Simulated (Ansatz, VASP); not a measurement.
Two plane-wave programs on Pt2F3

Contents of INCAR:

```
  PREC = Accurate
  ENCUT = 600
  EDIFF = 1E-6
  ISMEAR = 0
  SIGMA = 0.1
  LREAL = F
  LASPH = T
  NELM = 100
  ALGO = Normal
  ISIF = 3
  LWAVE = F
  LCHARG = F
  GGA = PE
  IBRION = 2
  NSW = 100
  EDIFFG = -0.01
```

File KPOINTS:

```
Automatic mesh
0
Gamma
  12 12 10
```

File POSCAR:

```
Pt2F3
1.0
    4.5620502077      0.0000000000      0.0000000000
   -2.2810251039      3.9508513732      0.0000000000
    0.0000000000      0.0000000000      4.0643340677
Pt F
2 3
Direct
    0.3333333333      0.6666666667      0.0000000000
    0.6666666667      0.3333333333      0.0000000000
    0.0000000000      0.0000000000      0.0000000000
    0.3333333333      0.6666666667      0.5000000000
    0.6666666667      0.3333333333      0.5000000000
```

Input for Ansatz:

```yaml
crystal:
  lattice:
    - [4.5620502077, 0.0, 0.0]
    - [-2.2810251039, 3.9508513732, 0.0]
    - [0.0, 0.0, 4.0643340677]
  atoms:
    - { symbol: Pt, position: [0.3333333333, 0.6666666667, 0.0] }
    - { symbol: Pt, position: [0.6666666667, 0.3333333333, 0.0] }
    - { symbol: F, position: [0.0, 0.0, 0.0] }
    - { symbol: F, position: [0.3333333333, 0.6666666667, 0.5] }
    - { symbol: F, position: [0.6666666667, 0.3333333333, 0.5] }
basis:
  ecutwfc: 420
kpoints:
  mp_grid: { grid: [12, 12, 10] }
hamiltonian:
  xc: pbe
scf:
  occupations: { method: gaussian, width: 0.1 }
output:
  forces: true
  stress: true
  eigenvalues: true
relax:
  adjacent_minimum: "off"
  f_tol: 0.01
  max_steps: 80
  cell: { stress_tol: 0.05 }
```

Alike in both runs: task relaxation of cell and atoms; functional PBE; k mesh 12 × 12 × 10; occupations gaussian, width 0.1 eV; no spin polarisation.

|  | VASP | Ansatz |
| --- | --- | --- |
| version | VASP 6.6.1 | Ansatz 0.2.0 |
| potentials or method | VASP PAW PBE potentials, release 64 (Pt, F), cutoff 600 eV | scalar-relativistic, plane waves, PAW |
| valence electrons in the cell | 41 | 57 |

Ansatz gave:

* gap on the k mesh at the Fermi level, each at its own relaxed structure (eV): none
* relaxed volume (Å³/atom): 14.65
* relaxed cell length with the largest relative difference (Å): 4.567

Problem. Which values does VASP return?

Solution. gap on the k mesh at the Fermi level, each at its own relaxed structure (eV): none; relaxed volume (Å³/atom): 14.61; relaxed cell length with the largest relative difference (Å): 4.556.

A gap of «none» marks a metal or a gap that the smearing closes. VASP's potentials hold 41 valence electrons a cell and Ansatz's 57, so a difference there can come from the potentials and not from the codes.

Neither program's run includes spin-orbit coupling.
